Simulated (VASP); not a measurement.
Here is a VASP 6.6.1 calculation.

File INCAR:

```
SYSTEM = ScCu3
PREC = Accurate
ENCUT = 820
EDIFF = 1E-7
ISMEAR = 0
SIGMA = 0.1
LREAL = .False.
LASPH = .True.
NELM = 120
ALGO = Normal
ISIF = 8
LWAVE = .False.
LCHARG = .False.
GGA = CA
IBRION = 2
NSW = 60
EDIFFG = -0.03
GGA_COMPAT = .False.
NELMIN = 4
```

Contents of KPOINTS:

```
Automatic mesh
0
Gamma
  7 7 7
  0 0 0
```

Contents of POSCAR:

```
ScCu3
1.0
    0.0000000000      3.0334720000      3.0334720000
    3.0334720000      0.0000000000      3.0334720000
    3.0334720000      3.0334720000      0.0000000000
Sc Cu
1 3
Direct
    0.0000000000      0.0000000000      0.0000000000
    0.5000000000      0.5000000000      0.5000000000
    0.2500000000      0.2500000000      0.2500000000
    0.7500000000      0.7500000000      0.7500000000
```

Potentials or basis: VASP PAW LDA potentials, release 64 (Sc_sv, Cu_sv_GW).

Run with:

```console
$ cat potpaw_LDA.64/Sc_sv/POTCAR potpaw_LDA.64/Cu_sv_GW/POTCAR > POTCAR
$ mpirun -np 1 vasp_std > vasp.out
```

Q: What does it give for the band gap on the k mesh?

A: Zero (bands 34 and 35 overlap by 1.36 eV).

Q: Estimate the relaxed volume.

A: 13.14 Å³/atom.

The path:
| step | energy change (eV) | largest force (eV/Å) | pressure (GPa) | volume (Å³) |
| --- | --- | --- | --- | --- |
| 1 | 0.0000 | 0.0000 | -7.74 | 55.83 |
| 2 | -0.0480 | 0.0000 | 5.85 | 50.56 |
| 3 | -0.0836 | 0.0000 | -0.04 | 52.55 |
